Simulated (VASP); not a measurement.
Runs of VASP 6.6.1 on CuI (Marshite). The structure is that of space group F-43m (No. 216), or close to it. The cells are those of the table. 

| task | level | potentials or basis | spin | cell | k mesh | cutoff (eV) | smearing | gap on the mesh (eV) | pressure (GPa) | relaxed volume (Å³/atom) |
| --- | --- | --- | --- | --- | --- | --- | --- | --- | --- | --- |
| relaxation of cell and atoms | r2SCAN | VASP PAW PBE potentials, release 64 (Cu, I) | off | relaxed from a = 4.298 Å, angles 60.0°, 2 atoms | 6 × 6 × 6 | 600 | fermi-dirac 0.02 eV | 1.68 | 0.0 | (b) |
| single point | LDA | VASP PAW LDA potentials, release 64 (Cu, I) | off | a = 4.260 Å, angles 60.0°, 2 atoms | 8 × 8 × 8 | 520 | gaussian 0.01 eV | 1.05 | -3.6 | - |
| single point | PBE | VASP PAW PBE potentials, release 64 (Cu, I) | off | a = 4.260 Å, angles 60.0°, 2 atoms | 8 × 8 × 8 | 520 | fermi-dirac 0.02 eV | 1.20 | 1.2 | - |
| single point | PBE | VASP PAW PBE potentials, release 64 (Cu, I) | non-collinear, zero start, SOC | a = 4.260 Å, angles 60.0°, 2 atoms | 8 × 8 × 8 | 520 | fermi-dirac 0.02 eV | - | 1.6 | - |
| single point | r2SCAN | VASP PAW PBE potentials, release 64 (Cu, I) | off | a = 4.260 Å, angles 60.0°, 2 atoms | 6 × 6 × 6 | 520 | fermi-dirac 0.02 eV | 1.67 | -0.1 | - |
| single point | PBE | VASP PAW PBE potentials, release 64 (Cu, I) | off | a = 4.298 Å, angles 60.0°, 2 atoms | 6 × 6 × 6 | 520 | fermi-dirac 0.02 eV | 1.12 | 0.0 | - |
| single point | PBEsol | VASP PAW PBE potentials, release 64 (Cu, I) | off | a = 4.200 Å, angles 60.0°, 2 atoms | 6 × 6 × 6 | 520 | fermi-dirac 0.02 eV | 1.20 | 0.4 | - |
| single point | LDA | VASP PAW LDA potentials, release 64 (Cu, I) | off | a = 4.146 Å, angles 60.0°, 2 atoms | 6 × 6 × 6 | 520 | fermi-dirac 0.02 eV | 1.28 | 0.2 | - |
| relaxation of cell and atoms | PBEsol | VASP PAW PBE potentials, release 64 (Cu, I) | off | relaxed from a = 4.298 Å, angles 60.0°, 2 atoms | 6 × 6 × 6 | 600 | fermi-dirac 0.02 eV | 1.19 | 0.0 | 26.27 |
| single point | r2SCAN | VASP PAW PBE potentials, release 64 (Cu, I) | off | a = 4.260 Å, angles 60.0°, 2 atoms | 8 × 8 × 8 | 520 | gaussian 0.01 eV | 1.67 | -0.1 | - |
| relaxation of cell and atoms | PBE | VASP PAW PBE potentials, release 64 (Cu, I) | off | relaxed from a = 4.287 Å, angles 60.0°, 2 atoms | 6 × 6 × 6 | 600 | fermi-dirac 0.02 eV | 1.12 | 0.0 | (c) |
| relaxation of cell and atoms | LDA | VASP PAW LDA potentials, release 64 (Cu, I) | off | relaxed from a = 4.298 Å, angles 60.0°, 2 atoms | 6 × 6 × 6 | 600 | fermi-dirac 0.02 eV | (a) | 0.0 | 25.26 |

Task: Fill in the values left out.

Result: (a) 1.27; (b) 27.25; (c) 28.14.

Caveats: spin-orbit coupling is left out, which moves the levels of the heavy elements (some runs); the PAW data sets were made with another functional, which shifts forces and pressure a little (some runs); the volume moved by -10 % from the deposited cell, more than functionals usually miss (some runs).

A k mesh can miss the band edges, and rows without SOC leave out spin-orbit coupling on I.
